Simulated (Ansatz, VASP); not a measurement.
**Two plane-wave programs on Zr**

```xyz
3
Lattice="3.2328 0.0000 0.0000 -1.6164 2.7997 0.0000 0.0000 0.0000 20.1691" Properties=species:S:1:pos:R:3 pbc="T T T"
Zr    0.0000    1.8665    7.5000
Zr    1.6164    0.9332   10.0846
Zr    0.0000    1.8665   12.6691
```

Alike in both runs: task single point; functional PBE; k mesh 12 × 12 × 1; occupations gaussian, width 0.1 eV; no spin polarisation.

|  | VASP | Ansatz |
| --- | --- | --- |
| version | VASP 6.6.1 | Ansatz 0.2.0 |
| potentials or method | VASP PAW PBE potentials, release 64 (Zr_sv), cutoff 520 eV | scalar-relativistic, plane waves, PAW |
| valence electrons in the cell | 36 | 36 |

|  | VASP | Ansatz | Ansatz less VASP |
| --- | --- | --- | --- |
| gap on the k mesh at the Fermi level (eV) | none | none | - |
| rms of the force components (eV/Å) | 0.170 | 0.169 | -0.0009 |
| work function, face that differs most (eV) | 4.17 | 4.17 | +0.002 |

Atom by atom the forces differ by 0.001 eV/Å (rms over components). A gap of «none» marks a metal or a gap that the smearing closes.
